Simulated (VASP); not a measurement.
A run of VASP 6.6.1:

Contents of INCAR:

```
SYSTEM = Cu3N
ALGO = Normal
EDIFF = 1E-6
ENCUT = 820
GGA = PE
GGA_COMPAT = .FALSE.
ISIF = 2
ISMEAR = -1
LASPH = .TRUE.
LCHARG = .FALSE.
LREAL = .FALSE.
LWAVE = .FALSE.
NBANDS = 39
NELM = 120
PREC = Accurate
SIGMA = 0.02
```

KPOINTS

```
k-points
0
G
  6 6 6
  0 0 0
```

File POSCAR:

```
Cu3N
1.0
    3.7893700971      0.0000000000      0.0000000000
    0.0000000000      3.7893700971      0.0000000000
    0.0000000000      0.0000000000      3.7893700971
Cu N
3 1
Direct
    0.5000000000      0.0000000000      0.0000000000
    0.0000000000      0.5000000000      0.0000000000
    0.0000000000      0.0000000000      0.5000000000
    0.0000000000      0.0000000000      0.0000000000
```

Potentials or basis: VASP PAW PBE potentials, release 64 (Cu_sv_GW, N).

The run is started by

```console
$ cat potpaw_PBE.64/Cu_sv_GW/POTCAR potpaw_PBE.64/N/POTCAR > POTCAR
$ mpirun -np 1 vasp_std > vasp.out
```

Hardware: 1 thread of AMD EPYC 7571 (shared host).

Question: How long does it take, and how much memory?

Answer: Wall time 6.1 min on 1 thread of AMD EPYC 7571, with other jobs on the host, peak memory 0.22 GiB. Counts: scf iterations 15, k points 20.
